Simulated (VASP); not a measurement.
Set up this calculation in VASP 6.6.1, as the native input.

```yaml
Task: single point
Functional: PBE
Potentials_or_basis: VASP PAW PBE potentials, release 64 (W_sv)
Cutoff: 520 eV
k_mesh: 12 × 12 × 12
Occupations: fermi-dirac, width 0.1 eV
Spin: no spin polarisation
Dipole_correction: no
Further_INCAR_settings: ALGO = Normal; EDIFF = 1e-06; NBANDS = 21
```

The structure of W lies in POSCAR:

```
W
1.0
    0.0000000000      2.2344118557      2.2344118557
    2.2344118557      0.0000000000      2.2344118557
    2.2344118557      2.2344118557      0.0000000000
W
2
Direct
   -0.1250000000     -0.1250000000     -0.1250000000
    0.1250000000      0.1250000000      0.1250000000
```

This isn't the form of W at room conditions, which is bcc.

One way to write it, as run:

INCAR

```
SYSTEM = W
ALGO = Normal
EDIFF = 1E-6
ENCUT = 520
GGA = PE
ISIF = 2
ISMEAR = -1
LASPH = .True.
LCHARG = .False.
LREAL = .False.
LWAVE = .False.
NBANDS = 21
NELM = 100
PREC = Accurate
SIGMA = 0.1
```

KPOINTS

```
k-points
0
Gamma
  12 12 12
  0 0 0
```

Potentials or basis: VASP PAW PBE potentials, release 64 (W_sv).

The run is started by

```sh
$ cat potpaw_PBE.64/W_sv/POTCAR > POTCAR
$ mpirun -np 1 vasp_std > vasp.out
```

It gave:

The pressure is 500.4 GPa and the band gap on the k mesh is zero (bands 14 and 15 overlap by 1.74 eV).

Caveat: atoms lie so close that the PAW spheres overlap strongly, which falsifies energies and pressures; the cell stands under pressure; spin-orbit coupling is left out, which moves the levels of the heavy elements.

It took 36 s on 1 thread of Intel Xeon 8259CL (shared host), peak memory 0.16 GiB.
